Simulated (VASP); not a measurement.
Set up this calculation in VASP 6.6.1, as the native input.

| Item | Value |
| --- | --- |
| Task | single point |
| Functional | PBEsol |
| Potentials or basis | VASP PAW PBE potentials, release 64 (W_sv) |
| Cutoff | 520 eV |
| k mesh | 12 × 12 × 12 |
| Occupations | fermi-dirac, width 0.05 eV |
| Spin | no spin polarisation |
| Dipole correction | no |
| Further INCAR settings | ALGO = Normal; EDIFF = 1e-07; NBANDS = 13 |

The structure of W lies in POSCAR:

```
W
1.0
    0.0000000000      1.9599434507      1.9599434507
    1.9599434507      0.0000000000      1.9599434507
    1.9599434507      1.9599434507      0.0000000000
W
1
Direct
    0.0000000000      0.0000000000      0.0000000000
```

This isn't the form of W at room conditions, which is bcc.

One way to write it, as run:

INCAR

```
  PREC = Accurate
  ENCUT = 520
  EDIFF = 1E-7
  ISMEAR = -1
  SIGMA = 0.05
  LREAL = F
  LASPH = T
  NELM = 80
  ALGO = Normal
  ISIF = 2
  LWAVE = F
  LCHARG = T
  GGA = PS
  LELF = T
  LVHAR = T
  NBANDS = 13
```

KPOINTS

```
regular mesh
0
Gamma
  12 12 12
```

Potentials or basis: VASP PAW PBE potentials, release 64 (W_sv).

The run is started by

```bash
$ cat potpaw_PBE.64/W_sv/POTCAR > POTCAR
$ mpirun -np 1 vasp_std > vasp.out
```

It gave:

- Pressure: 20.6 GPa
- Band gap on the k mesh: zero (bands 7 and 8 overlap by 4.28 eV)

Caveat: the cell stands under pressure; the PAW data sets were made with another functional, which shifts forces and pressure a little; spin-orbit coupling is left out, which moves the levels of the heavy elements.

It took 15 s on 1 thread of AMD EPYC 7R13 Processor (Zen 3) (shared host), peak memory 0.12 GiB.
